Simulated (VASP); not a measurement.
Write the native input for VASP 6.6.1 that does the following.

| Quantity | Value |
| --- | --- |
| Task | single point |
| Functional | PBE |
| Potentials or basis | VASP PAW PBE potentials, release 64 (Mn_pv, As) |
| Cutoff | 520 eV |
| k mesh | 6 × 6 × 4 |
| Occupations | gaussian, width 0.1 eV |
| Spin | collinear spin, ferromagnetic start |
| Starting moments | [1.91, 1.91, 1.91, 0.0, 0.0, 0.0] μB |
| Dipole correction | no |
| Further INCAR settings | ALGO = Normal; EDIFF = 1e-06; NBANDS = 40 |

The structure of MnAs lies in POSCAR:

```
MnAs
1.0
    5.1538156996      0.0000000000      0.0000000000
   -2.5769078498      4.4633353222      0.0000000000
    0.0000000000      0.0000000000      3.9327335157
Mn As
3 3
Direct
    0.5000000000      0.0000000000      0.0000000000
    0.5000000000      0.5000000000      0.0000000000
    0.0000000000      0.5000000000      0.0000000000
    0.0000000000      0.0000000000      0.0000000000
    0.3333333333      0.6666666667      0.5000000000
    0.6666666667      0.3333333333      0.5000000000
```

The input as run:

INCAR

```
SYSTEM = MnAs
  ALGO = Normal
  EDIFF = 1E-6
  ENCUT = 520
  GGA = PE
  ISIF = 2
  ISMEAR = 0
  ISPIN = 2
  LASPH = .TRUE.
  LCHARG = .TRUE.
  LELF = .TRUE.
  LMAXMIX = 4
  LORBIT = 11
  LREAL = .FALSE.
  LVHAR = .TRUE.
  LWAVE = .FALSE.
  MAGMOM = 1.91 1.91 1.91 0 0 0
  NBANDS = 40
  NELM = 150
  PREC = Accurate
  SIGMA = 0.1
```

KPOINTS

```
k-points
0
G
  6 6 4
  0 0 0
```

Potentials or basis: VASP PAW PBE potentials, release 64 (Mn_pv, As).

Run with:

```console
$ cat potpaw_PBE.64/Mn_pv/POTCAR potpaw_PBE.64/As/POTCAR > POTCAR
$ mpirun -np 1 vasp_std > vasp.out
```

It gave:

```yaml
Pressure: 0.6 GPa
Net_moment: 5.69 μB per cell
Site_moments: Mn +1.95; As -0.06, -0.08 (each value once) μB
Valence_electrons_inside_the_program's_atomic_spheres: Mn 11.87; As 2.72, 2.80 (each value once)
```

Caveat: the k points lie up to 0.40 Å⁻¹ apart; only a ferromagnetic start was run, and an antiferromagnetic order may lie lower in energy.

Run time: 3.8 min on 1 thread of AMD EPYC 7R43 64-Core Processor (Zen 3), on a shared host, peak memory 0.27 GiB.
